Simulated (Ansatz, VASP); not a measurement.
## CsNbS3: VASP beside Ansatz

```xyz
5
Lattice="4.7246 0.0000 0.0000 0.0000 4.7246 0.0000 0.0000 0.0000 4.7246" Properties=species:S:1:pos:R:3 pbc="T T T"
Cs    0.0000    0.0000    0.0000
Nb    2.3623    2.3623    2.3623
S     2.3623    2.3623    0.0000
S     2.3623    0.0000    2.3623
S     0.0000    2.3623    2.3623
```

Alike in both runs: task single point; functional PBE; k mesh 8 × 8 × 8; occupations fermi-dirac, width 0.15 eV; no spin polarisation.

```csv
,VASP,Ansatz
version,VASP 6.6.1,Ansatz 0.2.0
potentials or method,"VASP PAW PBE potentials, release 64 (Cs_sv, Nb_sv, S), cutoff 520 eV","scalar-relativistic, plane waves, PAW"
valence electrons in the cell,40,40
```

Ansatz gave:

| Item | Value |
| --- | --- |
| gap on the k mesh at the Fermi level (eV) | none |
| pressure (GPa) | 13.6 |

Question: What did VASP give for the same quantities?

Answer: gap on the k mesh at the Fermi level (eV): none; pressure (GPa): 13.5.

A gap of «none» marks a metal or a gap that the smearing closes.

Neither program's run includes spin-orbit coupling.
